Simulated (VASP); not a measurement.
# As in VASP: notebook

The runs below take As through single point, with PBE.

All numbers are computed with VASP 6.6.1; they aren't measurements. Logs are shortened: lines on timing, memory, paths and dates and some standing lists are left out, and cuts for length are marked.

## 1. The cell of the first run

The cell holds a slab with vacuum, 2 atoms: a = 3.555 Å, b = 3.555 Å, c = 28.000 Å, α = 90.00°, β = 90.00°, γ = 120.00°.

## 2. Single point, PBE

INCAR

```
ALGO = Normal
DIPOL = 0.5 0.5 0.500
EDIFF = 1E-7
ENCUT = 520
GGA = PE
IDIPOL = 3
ISIF = 2
ISMEAR = 0
LASPH = T
LCHARG = T
LDIPOL = T
LELF = T
LREAL = F
LVACPOTAV = T
LVHAR = T
LWAVE = F
NBANDS = 12
NELM = 60
PREC = Accurate
SIGMA = 0.02
```

KPOINTS

```
k-points
0
Gamma
  9 9 1
```

POSCAR

```
As
1.0
    3.5550000000      0.0000000000      0.0000000000
   -1.7775000000      3.0787203105      0.0000000000
    0.0000000000      0.0000000000     28.0000000000
As
2
Direct
    0.3333333333      0.6666666667      0.5106428571
    0.6666666667      0.3333333333      0.4893571429
```

Potentials or basis: VASP PAW PBE potentials, release 64 (As).

Run with:

```console
> cat potpaw_PBE.64/As/POTCAR > POTCAR
> mpirun -np 1 vasp_std > vasp.out
```

OUTCAR:

```text
EDIFF = 1E-7
   ENCUT = 520
   GGA = PE
   ISIF = 2
   ISMEAR = 0
   LASPH = T
   LREAL = F
   NELM = 60
   PREC = Accurate

 ion  position               nearest neighbor table
   1  0.333  0.667  0.511-   2 2.14   2 2.14   2 2.14
   2  0.667  0.333  0.489-   1 2.14   1 2.14   1 2.14

  LATTYP: Found a hexagonal cell.
 ALAT       =     3.5550000000
 C/A-ratio  =     7.8762306610

  Lattice vectors:

 A1 = (   3.5550000000,   0.0000000000,   0.0000000000)
 A2 = (  -1.7775000000,   3.0787203105,   0.0000000000)
 A3 = (   0.0000000000,   0.0000000000,  28.0000000000)

Analysis of symmetry for initial positions (statically):
=====================================================================
 Subroutine PRICEL returns:
 Original cell was already a primitive cell.

 Routine SETGRP: Setting up the symmetry group for a
 hexagonal supercell.

 Subroutine GETGRP returns: Found 12 space group operations
 (whereof 12 operations were pure point group operations)
 out of a pool of 24 trial point group operations.

The static configuration has the point symmetry D_3d.

Analysis of symmetry for dynamics (positions and initial velocities):
=====================================================================
 Subroutine PRICEL returns:
 Original cell was already a primitive cell.

 Routine SETGRP: Setting up the symmetry group for a
 hexagonal supercell.

 Subroutine GETGRP returns: Found 12 space group operations
 (whereof 12 operations were pure point group operations)
 out of a pool of 24 trial point group operations.

The dynamic configuration has the point symmetry D_3d.

 Subroutine INISYM returns: Found 12 space group operations
 (whereof 12 operations are pure point group operations),
 and found     1 'primitive' translations

----------------------------------------------------------------------------------------

                                     Primitive cell

  volume of cell :     306.4558

  direct lattice vectors                    reciprocal lattice vectors
     3.555000000  0.000000000  0.000000000     0.281293952  0.162405139  0.000000000
    -1.777500000  3.078720311  0.000000000     0.000000000  0.324810278  0.000000000
     0.000000000  0.000000000 28.000000000     0.000000000  0.000000000  0.035714286

  length of vectors
     3.555000000  3.555000000 28.000000000     0.324810278  0.324810278  0.035714286

  position of ions in fractional coordinates (direct lattice)
     0.333333333  0.666666667  0.510642857
     0.666666667  0.333333333  0.489357143

  ion indices of the primitive-cell ions
   primitive index   ion index
                 1           1
                 2           2

----------------------------------------------------------------------------------------

 KPOINTS: k-points

Automatic generation of k-mesh.
 Grid dimensions read from file:
 generate k-points for:    9    9    1

 Generating k-lattice:

  Cartesian coordinates                     Fractional coordinates (reciprocal lattice)
     0.031254884  0.018045015  0.000000000     0.111111111  0.000000000  0.000000000
     0.000000000  0.036090031  0.000000000     0.000000000  0.111111111  0.000000000
     0.000000000  0.000000000  0.035714286     0.000000000  0.000000000  1.000000000

  Length of vectors
     0.036090031  0.036090031  0.035714286

  Shift w.r.t. Gamma in fractional coordinates (k-lattice)
     0.000000000  0.000000000  0.000000000

 Subroutine IBZKPT returns following result:
 ===========================================

 Found     12 irreducible k-points:

 Following reciprocal coordinates:
            Coordinates               Weight
  0.000000  0.000000  0.000000      1.000000
  0.111111  0.000000  0.000000      6.000000
  0.222222  0.000000  0.000000      6.000000
  0.333333  0.000000  0.000000      6.000000
  0.444444  0.000000  0.000000      6.000000
  0.111111  0.111111  0.000000      6.000000
  0.222222  0.111111  0.000000     12.000000
  0.333333  0.111111  0.000000     12.000000
  0.444444  0.111111  0.000000      6.000000
  0.222222  0.222222  0.000000      6.000000
  0.333333  0.222222  0.000000     12.000000
  0.333333  0.333333  0.000000      2.000000
   k-points           NKPTS =     12   k-points in BZ     NKDIM =     12   number of bands    NBANDS=     12
   number of dos      NEDOS =    301   number of ions     NIONS =      2
   total plane-waves  NPLWV = 164640
   dimension x,y,z NGX =    28 NGY =   28 NGZ =  210
   dimension x,y,z NGXF=    56 NGYF=   56 NGZF=  420
   ions per type =               2
   NGX,Y,Z   is equivalent  to a cutoff of  13.09, 13.09, 12.47 a.u.
   NGXF,Y,Z  is equivalent  to a cutoff of  26.19, 26.19, 24.94 a.u.
 SYSTEM =  unknown system
   PREC   = accura    normal or accurate (medium, high low for compatibility)
   ISTART =      0    job   : 0-new  1-cont  2-samecut
   ICHARG =      2    charge: 1-file 2-atom 10-const
   ISPIN  =      1    spin polarized calculation?
   LNONCOLLINEAR =      F non collinear calculations
   LSORBIT =      F    spin-orbit coupling
   LASPH  =      T    aspherical Exc in radial PAW
   ENCUT  =  520.0 eV  38.22 Ry    6.18 a.u.   6.61  6.61 52.06*2*pi/ulx,y,z
   NELM   =     60;   NELMIN=  2; NELMDL= -5     # of ELM steps
   EDIFF  = 0.1E-06   stopping-criterion for ELM
   LREAL  =      F    real-space projection
   EDIFFG = 0.1E-05   stopping-criterion for IOM
   NSW    =      0    number of steps for IOM
   IBRION =     -1    ionic relax: 0-MD 1-quasi-New 2-CG
   NFREE  =      0    steps in history (QN), initial steepest desc. (CG)
   ISIF   =      2    stress and relaxation
   ISYM   =      2    0-nonsym 1-usesym 2-fastsym
   POTIM  = 0.5000    time-step for ionic-motion
   TEBEG  =    0.0;   TEEND  =   0.0 temperature during run
   PSTRESS=    0.0 pullay stress
   NELECT =      10.0000    total number of electrons
   NUPDOWN=      -1.0000    fix difference up-down
   EMIN   =  10.00;   EMAX   =-10.00  energy-range for DOS
   EFERMI =   0.00;   METHOD = LEGACY
   ISMEAR =     0;   SIGMA  =   0.02  broadening in eV -4-tet -1-fermi 0-gaus
   EFERMI_NEDOS =   21; number of points for ismear=-14 and -15
   IALGO  =     38    algorithm
   IMIX   =      4    mixing-type and parameters
     AMIX     =   0.40;   BMIX     =  1.00
     AMIX_MAG =   1.60;   BMIX_MAG =  1.00
  volume/ion in A,a.u.               =     153.23      1034.03
  Fermi-wavevector in a.u.,A,eV,Ry     =   0.523141  0.988593  3.723597  0.273677
  Thomas-Fermi vector in A             =   1.542280
   LORBIT       =      0    0 simple, 1 ext, 2 COOP (PROOUT), +10 PAW based schemes
   GGA     = PE    functional components
   LHFCALC =     F    Hartree Fock is set to
   AEXX    =    0.0000 exact exchange contribution
   IVDW    =     0    specifies the selected vdW correction
   LEPSILON=     F    determine dielectric tensor
   LRPA    =     F    only Hartree local field effects (RPA)
 non-spin polarized calculation
 Gauss-broadening in eV      SIGMA  =   0.02
  energy-cutoff  :      520.00
  volume of cell :      306.46
 maximum number of plane-waves:      8361
 NGX is ok and might be reduce to    28
   NGX = 13   NGY = 13   NGZ =105

 number of electron      10.0000000 magnetization

 dipolmoment           0.000000      0.000000     -0.000000 electrons x Angstroem

 Free energy of the ion-electron system (eV)
  ---------------------------------------------------
  ext. energy  EPLUGINS =         0.00000000
  ---------------------------------------------------
  free energy    TOTEN  =        -5.78238232 eV

  energy without entropy =       -5.78059168  energy(sigma->0) =       -5.78148700

 E-fermi :  -2.5741     XC(G=0):  -1.7102

 val. band max:       -2.5745752421   @ k =   0.2222   0.1111   0.0000
 cond. band min:      -2.4654076918   @ k =   0.4444   0.1111   0.0000
 fundamental gap:      0.1091675503
 Fermi energy:        -2.5741436810

 k-point     1 :       0.0000    0.0000    0.0000
  band No.  band energies     occupation
      1     -19.9470      2.00000
      2      -9.2523      2.00000
      3      -6.6707      2.00000
      4      -6.6707      2.00000
      5      -3.9197      2.00000
      6      -1.8485      0.00000
      7      -1.0107      0.00000
      8      -1.0107      0.00000
      9       0.9591      0.00000
     10       1.3155      0.00000
     11       1.6257      0.00000
     12       1.7801      0.00000

 k-point     2 :       0.1111    0.0000    0.0000
  band No.  band energies     occupation
      1     -19.7689      2.00000
      2      -9.3436      2.00000
      3      -7.9750      2.00000
      4      -7.0211      2.00000
      5      -2.8227      2.00000
      6      -1.8035      0.00000
      7      -0.8942      0.00000
      8      -0.3409      0.00000
      9       1.1498      0.00000
     10       1.4672      0.00000
     11       1.7454      0.00000
     12       1.9743      0.00000

 k-point     3 :       0.2222    0.0000    0.0000
  band No.  band energies     occupation
      1     -19.2413      2.00000
      2     -10.9289      2.00000
      3      -8.2185      2.00000
      4      -7.7100      2.00000
      5      -2.9773      2.00000
      6      -1.8729      0.00000
      7       0.7479      0.00000
      8       1.2370      0.00000
      9       1.6777      0.00000
     10       1.7537      0.00000
     11       2.1954      0.00000
     12       2.5541      0.00000
[... 106 lines left out ...]
 k-point    11 :       0.3333    0.2222    0.0000
  band No.  band energies     occupation
      1     -16.8918      2.00000
      2     -14.9068      2.00000
      3     -10.4612      2.00000
      4      -6.0747      2.00000
      5      -4.3108      2.00000
      6      -0.0316      0.00000
      7       0.7972      0.00000
      8       2.6641      0.00000
      9       3.2487      0.00000
     10       4.4620      0.00000
     11       4.7256      0.00000
     12       5.0934      0.00000

 k-point    12 :       0.3333    0.3333    0.0000
  band No.  band energies     occupation
      1     -15.8886      2.00000
      2     -15.8886      2.00000
      3     -10.9509      2.00000
      4      -5.1602      2.00000
      5      -5.1602      2.00000
      6       0.3178      0.00000
      7       2.6764      0.00000
      8       2.6764      0.00000
      9       3.2968      0.00000
     10       3.9895      0.00000
     11       3.9895      0.00000
     12       5.5807      0.00000

------------------------ aborting loop because EDIFF is reached ----------------------------------------

 vacuum level on the upper side and lower side of the slab       (xc-potential included)        -0.102        -0.102

  FORCE on cell =-STRESS in cart. coord.  units (eV):
  Direction    XX          YY          ZZ          XY          YZ          ZX
  --------------------------------------------------------------------------------------
  -------------------------------------------------------------------------------------
  Total       16.2271240     16.2271240      3.2693170      0.0000000      0.0000000      0.0000000
  in kB       84.8367970     84.8367970     17.0922699      0.0000000      0.0000000      0.0000000
  external PRESSURE =      62.2552880 kB  Pullay stress =       0.0000000 kB

 VOLUME and BASIS-vectors are now :
 -----------------------------------------------------------------------------
  energy-cutoff  :      520.00
  volume of cell :      306.46
      direct lattice vectors                 reciprocal lattice vectors
     3.555000000  0.000000000  0.000000000     0.281293952  0.162405139  0.000000000
    -1.777500000  3.078720311  0.000000000     0.000000000  0.324810278  0.000000000
     0.000000000  0.000000000 28.000000000     0.000000000  0.000000000  0.035714286

 POSITION                                       TOTAL-FORCE (eV/Angst)
 -----------------------------------------------------------------------------------
     -0.00000      2.05248     14.29800         0.000000      0.000000      5.489882
      1.77750      1.02624     13.70200        -0.000000     -0.000000     -5.489882
 -----------------------------------------------------------------------------------
    total drift:                                0.000000      0.000000      0.000000

  FREE ENERGIE OF THE ION-ELECTRON SYSTEM (eV)
  ---------------------------------------------------
  free  energy   TOTEN  =        -5.7823823227 eV

  energy  without entropy=       -5.7805916777  energy(sigma->0) =       -5.78148700

 vacuum level on the upper side and lower side of the slab         1.352         1.352
```

Run time: 62 s. Hardware: 1 thread of Intel Xeon Platinum 8375C at 2.90GHz (Ice Lake), shared host; peak memory 0.39 GiB.

What came out:

| Property | Result |
| --- | --- |
| Free energy | -5.7824 eV |
| Largest force | 5.490 eV/Å |
| Band gap on the k mesh | zero (band 5 reaches -1.88 eV, above the bottom of band 6 at -3.45 eV) |
| Work function of the upper face | 3.93 eV |
| Work function of the lower face | 3.93 eV |

Forces on the atoms (eV/Å):
```
As   0.000  0.000  5.490
As   0.000  0.000 -5.490
```

Levels at points of the mesh, in eV from the Fermi level:
| k point | band 2 | band 3 | band 4 | band 5 | band 6 | band 7 | band 8 | band 9 |
| --- | --- | --- | --- | --- | --- | --- | --- | --- |
| (0.00, 0.00, 0.00) | -6.68 | -4.10 | -4.10 | -1.35 | 0.73 | 1.56 | 1.56 | 3.53 |

## 3. Single point, PBE

INCAR

```
PREC     = Accurate       # precision mode
ENCUT    = 520            # plane-wave cutoff, eV
EDIFF    = 1E-6           # SCF threshold, eV
ISMEAR   = 0              # smearing method
SIGMA    = 0.02           # smearing width, eV
LREAL    = False          # projectors in reciprocal space
LASPH    = True           # aspherical terms in the spheres
NELM     = 80             # most SCF steps
ALGO     = Normal         # electronic algorithm
ISIF     = 2              # what is computed and relaxed
LWAVE    = False          # write WAVECAR
LCHARG   = False          # write CHGCAR
LDIPOL   = True         
IDIPOL   = 3            
DIPOL    = 0.5 0.5 0.500
GGA      = PE             # functional
NBANDS   = 12             # bands
```

KPOINTS

```
regular mesh
0
Gamma
  9 9 1
```

POSCAR

```
As
1.0
    3.5550000000      0.0000000000      0.0000000000
   -1.7775000000      3.0787203105      0.0000000000
    0.0000000000      0.0000000000     28.0000000000
As
2
Direct
    0.3333333333      0.6666666667      0.5212857143
    0.6666666667      0.3333333333      0.4787142857
```

Potentials or basis: VASP PAW PBE potentials, release 64 (As).

Run with:

```console
> cat potpaw_PBE.64/As/POTCAR > POTCAR
> mpirun -np 1 vasp_std > vasp.out
```

Wall time 48 s (1 thread of Intel Xeon Platinum 8375C at 2.90GHz (Ice Lake), shared host); peak memory 0.4 GiB.

It converged, with:

```
Free energy            : -8.9812 eV
Largest force          : 3.171 eV/Å
Band gap on the k mesh : 1.36 eV, indirect (least direct gap 1.50 eV)
```

Forces in eV/Å, atoms in the order of the input:
```
As   0.000  0.000  3.171
As   0.000  0.000 -3.171
```

Levels at points of the mesh, in eV from the valence-band top:
```tsv
k point	band 3	band 4	band 5	band 6	band 7	band 8
(0.00, 0.00, 0.00)	-0.94	-0.94	-0.14	1.36	3.26	3.26
```

## 4. Single point, PBE

INCAR

```
SYSTEM = As
PREC     = Accurate       ! precision mode
ENCUT    = 520            ! plane-wave cutoff, eV
EDIFF    = 1E-6           ! SCF threshold, eV
ISMEAR   = 0              ! smearing method
SIGMA    = 0.02           ! smearing width, eV
LREAL    = .FALSE.        ! projectors in reciprocal space
LASPH    = .TRUE.         ! aspherical terms in the spheres
NELM     = 100            ! most SCF steps
ALGO     = Normal         ! electronic algorithm
ISIF     = 2              ! what is computed and relaxed
LWAVE    = .FALSE.        ! write WAVECAR
LCHARG   = .FALSE.        ! write CHGCAR
LDIPOL   = .TRUE.       
IDIPOL   = 3            
DIPOL    = 0.5 0.5 0.500
GGA      = PE             ! functional
NBANDS   = 12             ! bands
```

KPOINTS

```
regular mesh
0
G
  9 9 1
  0 0 0
```

POSCAR

```
As
1.0
    3.5550000000      0.0000000000      0.0000000000
   -1.7775000000      3.0787203105      0.0000000000
    0.0000000000      0.0000000000     28.0000000000
As
2
Direct
    0.3333333333      0.6666666667      0.5319285714
    0.6666666667      0.3333333333      0.4680714286
```

Run with:

```console
> cat potpaw_PBE.64/As/POTCAR > POTCAR
> mpirun -np 1 vasp_std > vasp.out
```

It took 52 s on 1 thread of Intel Xeon Platinum 8375C at 2.90GHz (Ice Lake), shared host; peak memory 0.4 GiB.

Results (log left out):

| Quantity | Value |
| --- | --- |
| Free energy | -8.5694 eV |
| Largest force | 3.367 eV/Å |
| Band gap on the k mesh | zero (band 5 reaches -2.21 eV, above the bottom of band 6 at -2.67 eV) |

Forces in eV/Å, atoms in the order of the input:
```
As   0.000  0.000 -3.367
As   0.000  0.000  3.367
```

Levels at points of the mesh, in eV from the Fermi level:
| k point | band 1 | band 2 | band 3 | band 4 | band 5 | band 6 | band 7 | band 8 | band 9 | band 10 |
| --- | --- | --- | --- | --- | --- | --- | --- | --- | --- | --- |
| (0.00, 0.00, 0.00) | -13.48 | -9.33 | -2.65 | 0.32 | 0.32 | 1.36 | 2.60 | 2.60 | 3.52 | 3.67 |

## 5. Single point, PBE

INCAR

```
SYSTEM = As
PREC = Accurate ; ENCUT = 520
EDIFF = 1E-7 ; ISMEAR = 0
SIGMA = 0.02 ; LREAL = .False.
LASPH = .True. ; NELM = 80
ALGO = Normal ; ISIF = 2
LWAVE = .False. ; LCHARG = .False.
LDIPOL = .True. ; IDIPOL = 3
DIPOL = 0.5 0.5 0.500 ; GGA = PE
NBANDS = 12
```

KPOINTS

```
regular mesh
0
Gamma
  9 9 1
  0 0 0
```

POSCAR

```
As
1.0
    3.5550000000      0.0000000000      0.0000000000
   -1.7775000000      3.0787203105      0.0000000000
    0.0000000000      0.0000000000     28.0000000000
As
2
Direct
    0.3333333333      0.6666666667      0.5053214286
    0.6666666667      0.3333333333      0.4946785714
```

Run with:

```console
> cat potpaw_PBE.64/As/POTCAR > POTCAR
> mpirun -np 1 vasp_std > vasp.out
```

It took 55 s on 1 thread of Intel Xeon Platinum 8375C at 2.90GHz (Ice Lake), shared host; peak memory 0.4 GiB.

It converged, with:

| Quantity | Value |
| --- | --- |
| Free energy | -4.4632 eV |
| Largest force | 3.404 eV/Å |
| Band gap on the k mesh | zero (band 5 reaches -2.10 eV, above the bottom of band 6 at -3.47 eV) |

Forces in eV/Å, atoms in the order of the input:
```
As   0.000  0.000  3.404
As   0.000  0.000 -3.404
```

Levels at points of the mesh, in eV from the Fermi level:
| k point | band 3 | band 4 | band 5 | band 6 | band 7 | band 8 |
| --- | --- | --- | --- | --- | --- | --- |
| (0.00, 0.00, 0.00) | -4.63 | -4.63 | -1.67 | 1.47 | 1.47 | 1.74 |

(Continued in part 2 of 2.)
